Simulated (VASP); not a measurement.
# TaN (P6_3mc) in VASP: single point with PBE

Aim: the single point of TaN with PBE.

Everything below comes from runs of VASP 6.6.1. Logs are shortened: lines on timing, memory, paths and dates and some standing lists are left out, and cuts for length are marked.

### Step 1. The cell of the first run

Symmetry: P6_3mc, No. 186, hexagonal system. The conventional cell has a = 3.050 Å, b = 3.050 Å, c = 4.940 Å, α = 90.00°, β = 90.00°, γ = 120.00°. Ta (site symmetry 3m) has 4 N at 1.85 to 1.90 Å within 2.5 Å. Within 2.5 Å of N (site symmetry 3m) lie 4 Ta at 1.85 to 1.90 Å.

### Step 2. Single point, PBE

INCAR reads:

```
SYSTEM = TaN
PREC     = Accurate       ! precision mode
ENCUT    = 520            ! plane-wave cutoff, eV
EDIFF    = 1E-7           ! SCF threshold, eV
ISMEAR   = 0              ! smearing method
SIGMA    = 0.05           ! smearing width, eV
LREAL    = Auto         
LASPH    = .TRUE.         ! aspherical terms in the spheres
NELM     = 80             ! most SCF steps
ALGO     = Normal         ! electronic algorithm
ISIF     = 2              ! what is computed and relaxed
LWAVE    = .FALSE.        ! write WAVECAR
LCHARG   = .TRUE.         ! write CHGCAR
GGA      = PE             ! functional
LELF     = .TRUE.         ! ELF
LVHAR    = .TRUE.       
NBANDS   = 222            ! bands
```

KPOINTS reads:

```
regular mesh
0
G
  2 2 2
  0 0 0
```

POSCAR reads:

```
TaN
1.0
   -4.5750000000      2.6413770000      4.9400000000
    4.5750000000     -2.6413770000      4.9400000000
    4.5750000000      7.9241320000     -4.9400000000
Ta N
24 24
Direct
    0.1666660000      0.0000000000      0.1666670000
    0.6666660000      0.5000000000      0.1666670000
    0.5000000000      0.8333340000      0.3333330000
    0.0000000000      0.3333340000      0.3333330000
    0.8333330000      0.6666670000      0.5000000000
    0.3333330000      0.1666670000      0.5000000000
    0.1666660000      0.5000000000      0.6666670000
    0.6666660000      0.0000000000      0.6666670000
    0.5000000000      0.3333340000      0.8333330000
    0.0000000000      0.8333340000      0.8333330000
    0.8333330000      0.1666670000      0.0000000000
    0.3333330000      0.6666670000      0.0000000000
    0.2500000000      0.4166660000      0.1666670000
    0.7500000000      0.9166660000      0.1666670000
    0.5833340000      0.2500000000      0.3333330000
    0.0833340000      0.7500000000      0.3333330000
    0.9166670000      0.0833330000      0.5000000000
    0.4166670000      0.5833330000      0.5000000000
    0.2500000000      0.9166660000      0.6666670000
    0.7500000000      0.4166660000      0.6666670000
    0.5833340000      0.7500000000      0.8333330000
    0.0833340000      0.2500000000      0.8333330000
    0.9166670000      0.5833330000      0.0000000000
    0.4166670000      0.0833330000      0.0000000000
    0.3591660000      0.1925000000      0.1666670000
    0.8591660000      0.6925000000      0.1666670000
    0.6925000000      0.0258340000      0.3333330000
    0.1925000000      0.5258340000      0.3333330000
    0.0258330000      0.8591670000      0.5000000000
    0.5258330000      0.3591670000      0.5000000000
    0.3591660000      0.6925000000      0.6666670000
    0.8591660000      0.1925000000      0.6666670000
    0.6925000000      0.5258340000      0.8333330000
    0.1925000000      0.0258340000      0.8333330000
    0.0258330000      0.3591670000      0.0000000000
    0.5258330000      0.8591670000      0.0000000000
    0.4425000000      0.6091660000      0.1666670000
    0.9425000000      0.1091660000      0.1666670000
    0.7758340000      0.4425000000      0.3333330000
    0.2758340000      0.9425000000      0.3333330000
    0.1091670000      0.2758330000      0.5000000000
    0.6091670000      0.7758330000      0.5000000000
    0.4425000000      0.1091660000      0.6666670000
    0.9425000000      0.6091660000      0.6666670000
    0.7758340000      0.9425000000      0.8333330000
    0.2758340000      0.4425000000      0.8333330000
    0.1091670000      0.7758330000      0.0000000000
    0.6091670000      0.2758330000      0.0000000000
```

Potentials or basis: VASP PAW PBE potentials, release 64 (Ta_pv, N).

Run with:

```console
$ cat potpaw_PBE.64/Ta_pv/POTCAR potpaw_PBE.64/N/POTCAR > POTCAR
$ mpirun -np 1 vasp_std > vasp.out
```

OUTCAR:

```text
SYSTEM = TaN
   PREC = Accurate
   ENCUT = 520
   EDIFF = 1E-7
   ISMEAR = 0
   LREAL = Auto
   LASPH = .TRUE.
   NELM = 80
   ISIF = 2
   GGA = PE

 ion  position               nearest neighbor table
   1  0.167  0.000  0.167-  38 1.85  40 1.85  47 1.85  25 1.90  16 3.03  14 3.03  13 3.03  23 3.03
                            15 3.03  24 3.03   3 3.05   6 3.05   4 3.05  11 3.05  12 3.05  10 3.05
   2  0.667  0.500  0.167-  37 1.85  39 1.85  48 1.85  26 1.90  15 3.03  14 3.03  13 3.03  24 3.03
                            16 3.03  23 3.03   4 3.05   5 3.05   3 3.05  12 3.05  11 3.05   9 3.05
   3  0.500  0.833  0.333-  40 1.85  37 1.85  42 1.85  27 1.90  14 3.03  15 3.03  16 3.03  17 3.03
                            13 3.03  18 3.03   1 3.05  12 3.05   2 3.05   5 3.05   6 3.05   8 3.05
   4  0.000  0.333  0.333-  39 1.85  38 1.85  41 1.85  28 1.90  13 3.03  15 3.03  16 3.03  18 3.03
                            14 3.03  17 3.03   2 3.05  11 3.05   1 3.05   6 3.05   5 3.05   7 3.05
   5  0.833  0.667  0.500-  42 1.85  39 1.85  44 1.85  29 1.90  17 3.03  18 3.03  19 3.03  15 3.03
                            20 3.03  16 3.03   2 3.05  10 3.05   7 3.05   3 3.05   4 3.05   8 3.05
   6  0.333  0.167  0.500-  41 1.85  40 1.85  43 1.85  30 1.90  17 3.03  18 3.03  20 3.03  16 3.03
                            19 3.03  15 3.03   1 3.05   9 3.05   8 3.05   4 3.05   3 3.05   7 3.05
   7  0.167  0.500  0.667-  44 1.85  46 1.85  41 1.85  31 1.90  22 3.03  20 3.03  19 3.03  17 3.03
                            21 3.03  18 3.03   9 3.05  12 3.05  10 3.05   5 3.05   6 3.05   4 3.05
   8  0.667  0.000  0.667-  43 1.85  45 1.85  42 1.85  32 1.90  21 3.03  20 3.03  19 3.03  18 3.03
                            22 3.03  17 3.03  10 3.05  11 3.05   9 3.05   6 3.05   5 3.05   3 3.05
   9  0.500  0.333  0.833-  46 1.85  43 1.85  48 1.85  33 1.90  20 3.03  21 3.03  22 3.03  23 3.03
[... 53 lines left out ...]
  47  0.109  0.776  0.000-  12 1.85   1 1.85  10 1.85  23 1.90
  48  0.609  0.276  0.000-  11 1.85   2 1.85   9 1.85  24 1.90

  LATTYP: Found a face centered orthorhombic cell.
 ALAT       =     9.8800000000
 B/A-ratio  =     1.0693835470
 C/A-ratio  =     1.8522266427

  Lattice vectors:

 A1 = (   9.1500000000,   5.2827550000,   0.0000000000)
 A2 = (   4.5750000000,   7.9241320000,   4.9400000000)
 A3 = (   4.5750000000,  -2.6413770000,   4.9400000000)

Analysis of symmetry for initial positions (statically):
=====================================================================
 Subroutine PRICEL returns following result:

  LATTYP: Found a hexagonal cell.
 ALAT       =     3.0499966773
 C/A-ratio  =     1.6196787546

  Lattice vectors:

 A1 = (   1.5250030500,  -2.6413718839,  -0.0000098800)
 A2 = (  -3.0500015250,  -0.0000028080,   0.0000049400)
 A3 = (   0.0000045750,   0.0000079241,  -4.9400148200)

  12 primitive cells build up your supercell.

 Routine SETGRP: Setting up the symmetry group for a
 face centered orthorhombic supercell.

[... 128 lines left out ...]
   EMIN   =  10.00;   EMAX   =-10.00  energy-range for DOS
   EFERMI =   0.00;   METHOD = LEGACY
   ISMEAR =     0;   SIGMA  =   0.05  broadening in eV -4-tet -1-fermi 0-gaus
   EFERMI_NEDOS =   21; number of points for ismear=-14 and -15
   IALGO  =     38    algorithm
   IMIX   =      4    mixing-type and parameters
     AMIX     =   0.40;   BMIX     =  1.00
     AMIX_MAG =   1.60;   BMIX_MAG =  1.00
  volume/ion in A,a.u.               =       9.95        67.14
  Fermi-wavevector in a.u.,A,eV,Ry     =   1.522319  2.876766 31.530903  2.317456
  Thomas-Fermi vector in A             =   2.630915
   LORBIT       =      0    0 simple, 1 ext, 2 COOP (PROOUT), +10 PAW based schemes
   GGA     = PE    functional components
   LHFCALC =     F    Hartree Fock is set to
   AEXX    =    0.0000 exact exchange contribution
   IVDW    =     0    specifies the selected vdW correction
   LEPSILON=     F    determine dielectric tensor
   LRPA    =     F    only Hartree local field effects (RPA)
 non-spin polarized calculation
 Gauss-broadening in eV      SIGMA  =   0.05
  energy-cutoff  :      520.00
  volume of cell :      477.57
 maximum number of plane-waves:     12894
 NGX is ok and might be reduce to    54
   NGX = 27   NGY = 27   NGZ = 39

 number of electron     383.9999992 magnetization

 Free energy of the ion-electron system (eV)
  ---------------------------------------------------
  ext. energy  EPLUGINS =         0.00000000
  ---------------------------------------------------
  free energy    TOTEN  =      -451.25444175 eV

  energy without entropy =     -451.20140540  energy(sigma->0) =     -451.22792357

 E-fermi :   9.7109     XC(G=0): -13.5458

 val. band max:        9.6928578721   @ k =   0.5000   0.0000  -0.0000
 cond. band min:      10.1126139671   @ k =   0.5000   0.5000   0.5000
 fundamental gap:      0.4197560950
 Fermi energy:         9.7108994805

 k-point     1 :       0.0000    0.0000    0.0000
  band No.  band energies     occupation
      1     -26.3883      2.00000
      2     -26.3883      2.00000
      3     -26.3883      2.00000
      4     -26.3883      2.00000
      5     -26.3421      2.00000
      6     -26.3268      2.00000
[... 1024 lines left out ...]
    203      10.9976      0.00000
    204      10.9976      0.00000
 [bands above 204 left out]

------------------------ aborting loop because EDIFF is reached ----------------------------------------

  FORCE on cell =-STRESS in cart. coord.  units (eV):
  Direction    XX          YY          ZZ          XY          YZ          ZX
  --------------------------------------------------------------------------------------
  -------------------------------------------------------------------------------------
  Total      444.2174112    446.1896075    366.6836921      1.7080637     -0.0000000     -0.0000000
  in kB     1490.2793783   1496.8957857   1230.1659747      5.7302846     -0.0000000     -0.0000000
  external PRESSURE =    1405.7803796 kB  Pullay stress =       0.0000000 kB

 VOLUME and BASIS-vectors are now :
 -----------------------------------------------------------------------------
  energy-cutoff  :      520.00
  volume of cell :      477.57
      direct lattice vectors                 reciprocal lattice vectors
    -4.575000000  2.641377000  4.940000000    -0.054644814  0.094647593  0.101214575
     4.575000000 -2.641377000  4.940000000     0.109289617  0.000000000  0.101214575
     4.575000000  7.924132000 -4.940000000     0.054644804  0.094647593  0.000000000

 POSITION                                       TOTAL-FORCE (eV/Angst)
 -----------------------------------------------------------------------------------
      0.00000      1.76092     -0.00000         0.210003     -0.121245      2.579214
      0.00000      1.76092      4.94000         0.210003     -0.121245      2.579214
      3.05000      1.76091      4.94000         0.210003     -0.121245      2.579214
      3.05000      1.76091      0.00000         0.210003     -0.121245      2.579214
      1.52500      4.40229      4.94000         0.210003     -0.121245      2.579214
      1.52500      4.40229      0.00000         0.210003     -0.121245      2.579214
[... 40 lines left out ...]
      3.05000     -1.76092      4.37190        -0.080921      0.046720     -2.579214
     -1.52500      0.88046      4.37190        -0.080921      0.046720     -2.579214
 -----------------------------------------------------------------------------------
    total drift:                               -0.000584     -0.003895     -0.010606

  FREE ENERGIE OF THE ION-ELECTRON SYSTEM (eV)
  ---------------------------------------------------
  free  energy   TOTEN  =      -451.2544417455 eV

  energy  without entropy=     -451.2014054002  energy(sigma->0) =     -451.22792357
```

Run time: 23 min. Hardware: 1 thread of Intel Xeon Platinum 8488C (Sapphire Rapids), shared host; peak memory 0.73 GiB.

Results:

| Property | Result |
| --- | --- |
| Free energy | -451.2544 eV |
| Pressure | 140.6 GPa |
| Largest force | 2.591 eV/Å |
| Band gap on the k mesh | zero (bands 192 and 193 overlap by 0.57 eV) |

Forces in eV/Å, atoms in the order of the input:
```
Ta   0.210 -0.121  2.579
Ta   0.210 -0.121  2.579
Ta   0.210 -0.121  2.579
Ta   0.210 -0.121  2.579
Ta   0.210 -0.121  2.579
Ta   0.210 -0.121  2.579
Ta   0.210 -0.121  2.579
Ta   0.210 -0.121  2.579
Ta   0.210 -0.121  2.579
Ta   0.210 -0.121  2.579
Ta   0.210 -0.121  2.579
Ta   0.210 -0.121  2.579
Ta  -0.210  0.121  2.579
Ta  -0.210  0.121  2.579
Ta  -0.210  0.121  2.579
Ta  -0.210  0.121  2.579
Ta  -0.210  0.121  2.579
Ta  -0.210  0.121  2.579
Ta  -0.210  0.121  2.579
Ta  -0.210  0.121  2.579
Ta  -0.210  0.121  2.579
Ta  -0.210  0.121  2.579
Ta  -0.210  0.121  2.579
Ta  -0.210  0.121  2.579
N    0.081 -0.047 -2.579
N    0.081 -0.047 -2.579
N    0.081 -0.047 -2.579
N    0.081 -0.047 -2.579
N    0.081 -0.047 -2.579
N    0.081 -0.047 -2.579
N    0.081 -0.047 -2.579
N    0.081 -0.047 -2.579
N    0.081 -0.047 -2.579
N    0.081 -0.047 -2.579
N    0.081 -0.047 -2.579
N    0.081 -0.047 -2.579
N   -0.081  0.047 -2.579
N   -0.081  0.047 -2.579
N   -0.081  0.047 -2.579
N   -0.081  0.047 -2.579
N   -0.081  0.047 -2.579
N   -0.081  0.047 -2.579
N   -0.081  0.047 -2.579
N   -0.081  0.047 -2.579
N   -0.081  0.047 -2.579
N   -0.081  0.047 -2.579
N   -0.081  0.047 -2.579
N   -0.081  0.047 -2.579
```

Levels at points of the mesh, in eV from the Fermi level:
| k point | band 189 | band 190 | band 191 | band 192 | band 193 | band 194 | band 195 | band 196 |
| --- | --- | --- | --- | --- | --- | --- | --- | --- |
| (0.00, 0.00, 0.00) | -0.27 | -0.08 | -0.08 | -0.08 | -0.08 | -0.08 | -0.08 | -0.08 |
| (0.50, 0.00, 0.00) | -0.02 | -0.02 | -0.02 | -0.02 | 0.46 | 0.46 | 0.52 | 0.52 |
| (0.50, 0.50, 0.00) | -0.15 | -0.15 | 0.43 | 0.43 | 0.43 | 0.43 | 0.68 | 0.68 |
| (0.00, 0.00, 0.50) | -0.53 | -0.53 | -0.14 | -0.14 | -0.14 | -0.14 | -0.11 | -0.11 |
| (0.50, 0.50, 0.50) | -0.08 | -0.08 | 0.40 | 0.40 | 0.40 | 0.40 | 0.51 | 0.51 |

Caveat: the k points lie up to 0.47 Å⁻¹ apart, too coarse for converged energies and pressures of a metal; spin-orbit coupling is left out, which moves the levels of the heavy elements; forces of over 1 eV/Å act on the atoms, so gaps and moduli don't describe the material at rest.

The gap in the log of VASP goes by the Fermi energy; the results here count the filled bands.